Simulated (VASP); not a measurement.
Here is a VASP 6.6.1 calculation.

Contents of POSCAR:

```
C
1.0
    2.4579706616      0.0000000000      0.0000000000
   -1.2289853308      2.1286650347      0.0000000000
    0.0000000000      0.0000000000      8.1487222406
C
4
Direct
    0.0000000000      0.0000000000      0.2500000000
    0.0000000000      0.0000000000      0.7500000000
    0.3333333333      0.6666666667      0.2500000000
    0.6666666667      0.3333333333      0.7500000000
```

Contents of INCAR.step1:

```
PREC = Accurate
ENCUT = 520
ISMEAR = 0
SIGMA = 0.05
LREAL = False
LASPH = True
NELM = 80
NBANDS = 16
GGA = PE
ALGO = Normal
EDIFF = 1E-4
LWAVE = True
LCHARG = False
```

File INCAR.step2:

```
PREC = Accurate
ENCUT = 520
EDIFF = 1E-6
ISMEAR = 0
SIGMA = 0.05
LREAL = False
LASPH = True
NELM = 80
ALGO = Normal
ISIF = 2
LWAVE = False
LCHARG = False
METAGGA = R2SCAN
LMIXTAU = True
NBANDS = 16
ISTART = 1
```

File KPOINTS:

```
regular mesh
0
Gamma
  10 10 4
```

Potentials or basis: VASP PAW PBE potentials, release 64 (C).

The run is started by

```sh
$ cat potpaw_PBE.64/C/POTCAR > POTCAR
$ cp INCAR.step1 INCAR
$ mpirun -np 1 vasp_std > vasp.out
$ cp INCAR.step2 INCAR
$ mpirun -np 1 vasp_std > vasp.out
```

Task: Predict the pressure.

Result: -0.3 GPa.

Stress tensor (GPa, compression positive):
```
 0.03  0.00  0.00
 0.00  0.03  0.00
 0.00  0.00 -1.02
```

Caveat: the PAW data sets were made with another functional, which shifts forces and pressure a little.
